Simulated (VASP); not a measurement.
# BeTe (I-4m2) in VASP: notebook

BeTe is run at these levels: PBEsol; tasks: single point.

All numbers are computed with VASP 6.6.1; they aren't measurements. Logs are shortened: lines on timing, memory, paths and dates and some standing lists are left out, and cuts for length are marked.

## (1) The cell of the first run

The structure is tetragonal, space group I-4m2 (No. 119). The conventional cell has a = 3.884 Å, b = 3.884 Å, c = 5.693 Å, α = 90.00°, β = 90.00°, γ = 90.00°. Be (site symmetry -4m2) has 4 Te at 2.41 Å within 3.2 Å. Within 3.2 Å of Te (site symmetry -4m2) lie 4 Be at 2.41 Å.

## (2) Single point, PBEsol (in-plane strain -0.02, then relaxed in part)

Contents of INCAR:

```
ALGO = Normal ; EDIFF = 1E-6
ENCUT = 520 ; GGA = PS
ISIF = 2 ; ISMEAR = 0
LASPH = True ; LCHARG = False
LREAL = False ; LWAVE = False
NBANDS = 11 ; NELM = 100
PREC = Accurate ; SIGMA = 0.01
```

Contents of KPOINTS:

```
k-points
0
Gamma
  8 8 8
```

Contents of POSCAR:

```
BeTe
1.0
    2.7467203194      2.7467203194      0.0000000000
   -2.7467203194      2.7467203194      0.0000000000
    0.0000000000      2.7467203194      2.8463216044
Be Te
1 1
Direct
    0.0000000000      0.0000000000      0.0000000000
    0.7500000000      0.2500000000      0.5000000000
```

Potentials or basis: VASP PAW PBE potentials, release 64 (Be, Te).

The run is started by

```bash
$ cat potpaw_PBE.64/Be/POTCAR potpaw_PBE.64/Te/POTCAR > POTCAR
$ mpirun -np 1 vasp_std > vasp.out
```

OUTCAR:

```text
EDIFF = 1E-6
   ENCUT = 520
   GGA = PS
   ISIF = 2
   ISMEAR = 0
   LASPH = True
   LREAL = False
   NELM = 100
   PREC = Accurate

 ion  position               nearest neighbor table
   1  0.000  0.000  0.000-   2 2.41   2 2.41   2 2.41   2 2.41
   2  0.750  0.250  0.500-   1 2.41   1 2.41   1 2.41   1 2.41

  LATTYP: Found a body centered tetragonal cell.
 ALAT       =     3.8844491277
 C/A-ratio  =     1.4654956267

  Lattice vectors:

 A1 = (   2.7467203194,   0.0000000000,  -2.8463216044)
 A2 = (  -2.7467203194,   0.0000000000,  -2.8463216044)
 A3 = (   0.0000000000,   2.7467203194,   2.8463216044)

Analysis of symmetry for initial positions (statically):
=====================================================================
 Subroutine PRICEL returns:
 Original cell was already a primitive cell.

 Routine SETGRP: Setting up the symmetry group for a
 body centered tetragonal supercell.

 Subroutine GETGRP returns: Found  8 space group operations
 (whereof  8 operations were pure point group operations)
 out of a pool of 16 trial point group operations.

The static configuration has the point symmetry D_2d.

Analysis of symmetry for dynamics (positions and initial velocities):
=====================================================================
 Subroutine PRICEL returns:
 Original cell was already a primitive cell.

 Routine SETGRP: Setting up the symmetry group for a
 body centered tetragonal supercell.

 Subroutine GETGRP returns: Found  8 space group operations
 (whereof  8 operations were pure point group operations)
 out of a pool of 16 trial point group operations.

The dynamic configuration has the point symmetry D_2d.

 Subroutine INISYM returns: Found  8 space group operations
 (whereof  8 operations are pure point group operations),
 and found     1 'primitive' translations

----------------------------------------------------------------------------------------

                                     Primitive cell

  volume of cell :      42.9480

  direct lattice vectors                    reciprocal lattice vectors
     2.746720319  2.746720319  0.000000000     0.182035279  0.182035279 -0.175665322
    -2.746720319  2.746720319  0.000000000    -0.182035279  0.182035279 -0.175665322
     0.000000000  2.746720319  2.846321604     0.000000000  0.000000000  0.351330643

  length of vectors
     3.884449128  3.884449128  3.955504922     0.311660057  0.311660057  0.351330643

  position of ions in fractional coordinates (direct lattice)
     0.000000000  0.000000000  0.000000000
     0.750000000  0.250000000  0.500000000

  ion indices of the primitive-cell ions
   primitive index   ion index
                 1           1
                 2           2

----------------------------------------------------------------------------------------

 KPOINTS: k-points

Automatic generation of k-mesh.
 Grid dimensions read from file:
 generate k-points for:    8    8    8

 Generating k-lattice:

  Cartesian coordinates                     Fractional coordinates (reciprocal lattice)
     0.022754410  0.022754410 -0.021958165     0.125000000  0.000000000  0.000000000
    -0.022754410  0.022754410 -0.021958165     0.000000000  0.125000000  0.000000000
     0.000000000  0.000000000  0.043916330     0.000000000  0.000000000  0.125000000

  Length of vectors
     0.038957507  0.038957507  0.043916330

  Shift w.r.t. Gamma in fractional coordinates (k-lattice)
     0.000000000  0.000000000  0.000000000

 Subroutine IBZKPT returns following result:
 ===========================================

 Found     59 irreducible k-points:

 Following reciprocal coordinates:
            Coordinates               Weight
  0.000000  0.000000  0.000000      1.000000
  0.125000  0.000000 -0.000000      8.000000
  0.250000  0.000000 -0.000000      8.000000
  0.375000  0.000000  0.000000      8.000000
  0.500000  0.000000 -0.000000      4.000000
  0.125000  0.125000 -0.000000      8.000000
[... 16 lines left out ...]
  0.250000  0.000000  0.125000      4.000000
  0.375000  0.000000  0.125000      8.000000
 [... further k-points ...]
   k-points           NKPTS =     59   k-points in BZ     NKDIM =     59   number of bands    NBANDS=     11
   number of dos      NEDOS =    301   number of ions     NIONS =      2
   total plane-waves  NPLWV =  27000
   dimension x,y,z NGX =    30 NGY =   30 NGZ =   30
   dimension x,y,z NGXF=    60 NGYF=   60 NGZF=   60
   ions per type =               1   1
   NGX,Y,Z   is equivalent  to a cutoff of  12.84, 12.84, 12.61 a.u.
   NGXF,Y,Z  is equivalent  to a cutoff of  25.68, 25.68, 25.22 a.u.
 SYSTEM =  unknown system
   PREC   = accura    normal or accurate (medium, high low for compatibility)
   ISTART =      0    job   : 0-new  1-cont  2-samecut
   ICHARG =      2    charge: 1-file 2-atom 10-const
   ISPIN  =      1    spin polarized calculation?
   LNONCOLLINEAR =      F non collinear calculations
   LSORBIT =      F    spin-orbit coupling
   LASPH  =      T    aspherical Exc in radial PAW
   ENCUT  =  520.0 eV  38.22 Ry    6.18 a.u.   7.22  7.22  7.35*2*pi/ulx,y,z
   NELM   =    100;   NELMIN=  2; NELMDL= -5     # of ELM steps
   EDIFF  = 0.1E-05   stopping-criterion for ELM
   LREAL  =      F    real-space projection
   EDIFFG = 0.1E-04   stopping-criterion for IOM
   NSW    =      0    number of steps for IOM
   IBRION =     -1    ionic relax: 0-MD 1-quasi-New 2-CG
   NFREE  =      0    steps in history (QN), initial steepest desc. (CG)
   ISIF   =      2    stress and relaxation
   ISYM   =      2    0-nonsym 1-usesym 2-fastsym
   POTIM  = 0.5000    time-step for ionic-motion
   TEBEG  =    0.0;   TEEND  =   0.0 temperature during run
   PSTRESS=    0.0 pullay stress
   NELECT =       8.0000    total number of electrons
   NUPDOWN=      -1.0000    fix difference up-down
   EMIN   =  10.00;   EMAX   =-10.00  energy-range for DOS
   EFERMI =   0.00;   METHOD = LEGACY
   ISMEAR =     0;   SIGMA  =   0.01  broadening in eV -4-tet -1-fermi 0-gaus
   EFERMI_NEDOS =   21; number of points for ismear=-14 and -15
   IALGO  =     38    algorithm
   IMIX   =      4    mixing-type and parameters
     AMIX     =   0.40;   BMIX     =  1.00
     AMIX_MAG =   1.60;   BMIX_MAG =  1.00
  volume/ion in A,a.u.               =      21.47       144.91
  Fermi-wavevector in a.u.,A,eV,Ry     =   0.934955  1.766808 11.893399  0.874140
  Thomas-Fermi vector in A             =   2.061812
   LORBIT       =      0    0 simple, 1 ext, 2 COOP (PROOUT), +10 PAW based schemes
   GGA     = PS    functional components
   LHFCALC =     F    Hartree Fock is set to
   AEXX    =    0.0000 exact exchange contribution
   IVDW    =     0    specifies the selected vdW correction
   LEPSILON=     F    determine dielectric tensor
   LRPA    =     F    only Hartree local field effects (RPA)
 non-spin polarized calculation
 Gauss-broadening in eV      SIGMA  =   0.01
  energy-cutoff  :      520.00
  volume of cell :       42.95
 maximum number of plane-waves:      1179
 NGX is ok and might be reduce to    30
   NGX = 15   NGY = 15   NGZ = 15

 number of electron       7.9999999 magnetization

 Free energy of the ion-electron system (eV)
  ---------------------------------------------------
  ext. energy  EPLUGINS =         0.00000000
  ---------------------------------------------------
  free energy    TOTEN  =        -8.20178693 eV

  energy without entropy =       -8.20178693  energy(sigma->0) =       -8.20178693

 E-fermi :   5.6240     XC(G=0):  -9.3582

 val. band max:        5.5191764373   @ k =   0.0000   0.0000   0.0000
 cond. band min:       7.1224193750   @ k =   0.5000   0.5000  -0.0000
 fundamental gap:      1.6032429376
 Fermi energy:         5.6239594170

 k-point     1 :       0.0000    0.0000    0.0000
  band No.  band energies     occupation
      1      -7.1474      2.00000
      2       5.3075      2.00000
      3       5.5192      2.00000
      4       5.5192      2.00000
      5       8.9974      0.00000
      6       8.9974      0.00000
      7       9.0704      0.00000
      8       9.4587      0.00000
      9      13.7048      0.00000
     10      15.3703      0.00000
     11      16.1094      0.00000

 k-point     2 :       0.1250    0.0000   -0.0000
  band No.  band energies     occupation
      1      -6.9906      2.00000
      2       4.0649      2.00000
      3       5.1109      2.00000
      4       5.2842      2.00000
      5       8.9896      0.00000
      6       9.3654      0.00000
      7       9.4182      0.00000
      8      10.7399      0.00000
      9      14.1064      0.00000
     10      14.4791      0.00000
     11      15.0003      0.00000

 k-point     3 :       0.2500    0.0000   -0.0000
  band No.  band energies     occupation
      1      -6.5556      2.00000
      2       1.9686      2.00000
      3       4.6069      2.00000
      4       4.8535      2.00000
      5       8.7766      0.00000
      6       9.9088      0.00000
      7       9.9586      0.00000
      8      12.6237      0.00000
      9      14.2133      0.00000
     10      14.5681      0.00000
     11      14.6152      0.00000

 k-point     4 :       0.3750    0.0000    0.0000
  band No.  band energies     occupation
      1      -5.9944      2.00000
      2       0.2989      2.00000
      3       4.2243      2.00000
      4       4.5278      2.00000
      5       8.5983      0.00000
      6       9.9754      0.00000
      7      10.1353      0.00000
      8      13.1971      0.00000
      9      15.2154      0.00000
     10      15.5170      0.00000
     11      15.7819      0.00000
[... 239 lines left out ...]
 k-point    22 :       0.0000    0.0000    0.1250
  band No.  band energies     occupation
      1      -6.9487      2.00000
      2       4.1973      2.00000
      3       4.8299      2.00000
      4       4.8299      2.00000
      5       8.6830      0.00000
      6      10.0098      0.00000
      7      10.0098      0.00000
      8      10.4684      0.00000
      9      13.1580      0.00000
     10      14.4782      0.00000
     11      16.3785      0.00000

 k-point    23 :       0.2500    0.0000    0.1250
  band No.  band energies     occupation
      1      -6.7304      2.00000
      2       3.0243      2.00000
      3       3.9949      2.00000
      4       5.2813      2.00000
      5       9.3853      0.00000
      6       9.4753      0.00000
      7       9.9225      0.00000
      8      11.5841      0.00000
      9      13.8948      0.00000
     10      14.5734      0.00000
     11      15.4900      0.00000

 k-point    24 :       0.3750    0.0000    0.1250
  band No.  band energies     occupation
      1      -6.2368      2.00000
      2       1.3397      2.00000
      3       3.3323      2.00000
      4       4.8486      2.00000
      5       9.4331      0.00000
      6      10.0712      0.00000
      7      10.3078      0.00000
      8      12.2504      0.00000
      9      13.8322      0.00000
     10      15.1211      0.00000
     11      16.8045      0.00000

 [... further k-points ...]
[... 5 lines left out ...]
  --------------------------------------------------------------------------------------
  -------------------------------------------------------------------------------------
  Total        0.6977826      0.6977826      0.0783943      0.0000000      0.0000000      0.0000000
  in kB       26.0308212     26.0308212      2.9245031      0.0000000      0.0000000      0.0000000
  external PRESSURE =      18.3287151 kB  Pullay stress =       0.0000000 kB

 VOLUME and BASIS-vectors are now :
 -----------------------------------------------------------------------------
  energy-cutoff  :      520.00
  volume of cell :       42.95
      direct lattice vectors                 reciprocal lattice vectors
     2.746720319  2.746720319  0.000000000     0.182035279  0.182035279 -0.175665322
    -2.746720319  2.746720319  0.000000000    -0.182035279  0.182035279 -0.175665322
     0.000000000  2.746720319  2.846321604     0.000000000  0.000000000  0.351330643

 POSITION                                       TOTAL-FORCE (eV/Angst)
 -----------------------------------------------------------------------------------
      0.00000      0.00000      0.00000         0.000000      0.000000      0.000000
      1.37336      4.12008      1.42316        -0.000000     -0.000000      0.000000
 -----------------------------------------------------------------------------------
    total drift:                               -0.000000      0.000000      0.000000

  FREE ENERGIE OF THE ION-ELECTRON SYSTEM (eV)
  ---------------------------------------------------
  free  energy   TOTEN  =        -8.2017869284 eV

  energy  without entropy=       -8.2017869284  energy(sigma->0) =       -8.20178693
```

Wall time 42 s (1 thread of AMD EPYC 7R13 (Zen 3), shared host); peak memory 0.15 GiB.

What came out:

| Item | Value |
| --- | --- |
| Free energy | -8.2018 eV |
| Pressure | 1.8 GPa |
| Band gap on the k mesh | 1.60 eV, indirect (least direct gap 3.48 eV) |

Caveat: the cell differs from its parent crystal (in-plane strain -0.02, then relaxed in part); the PAW data sets were made with another functional, which shifts forces and pressure a little; spin-orbit coupling is left out, which moves the levels of the heavy elements.

## (3) Single point, PBEsol (in-plane strain -0.02)

Contents of INCAR:

```
PREC = Accurate ; ENCUT = 520
EDIFF = 1E-6 ; ISMEAR = 0
SIGMA = 0.01 ; LREAL = F
LASPH = T ; NELM = 60
ALGO = Normal ; ISIF = 2
LWAVE = F ; LCHARG = T
GGA = PS ; LELF = T
LVHAR = T ; NBANDS = 11
```

Contents of KPOINTS:

```
regular mesh
0
Gamma
  8 8 8
```

Edit POSCAR of step 2 so:

```diff
@@ -4,3 +4,3 @@
    -2.7467203194      2.7467203194      0.0000000000
-    0.0000000000      2.7467203194      2.8463216044
+    0.0000000000      2.7467203194      2.8364091461
 Be Te
```

Potentials or basis: VASP PAW PBE potentials, release 64 (Be, Te).

The run is started by

```bash
$ cat potpaw_PBE.64/Be/POTCAR potpaw_PBE.64/Te/POTCAR > POTCAR
$ mpirun -np 1 vasp_std > vasp.out
```

Run time: 46 s. Hardware: 1 thread of AMD EPYC 7R13 (Zen 3), shared host; peak memory 0.15 GiB.

The run converged. Its results:

```
Free energy            : -8.2013 eV
Pressure               : 2.1 GPa
Band gap on the k mesh : 1.61 eV, indirect (least direct gap 3.48 eV)
```

Stress tensor (GPa, compression positive):
```
2.76 0.00 0.00
0.00 2.76 0.00
0.00 0.00 0.69
```

Levels at points of the mesh, in eV from the valence-band top:
```csv
k point,band 1,band 2,band 3,band 4,band 5,band 6,band 7,band 8,band 9
"(0.00, 0.00, 0.00)",-12.68,-0.19,0.00,0.00,3.48,3.48,3.55,3.97,8.20
"(0.50, 0.00, 0.00)",-11.22,-5.92,-1.42,-1.12,3.04,4.41,4.58,7.59,10.90
"(0.50, 0.50, 0.00)",-10.64,-5.36,-2.99,-2.93,1.61,2.40,9.80,9.95,11.71
"(0.00, 0.00, 0.50)",-10.78,-5.55,-2.73,-2.73,1.84,2.67,9.89,9.89,11.53
```

Caveat: the cell differs from its parent crystal (in-plane strain -0.02); the PAW data sets were made with another functional, which shifts forces and pressure a little; spin-orbit coupling is left out, which moves the levels of the heavy elements. A k mesh can miss the band edges.
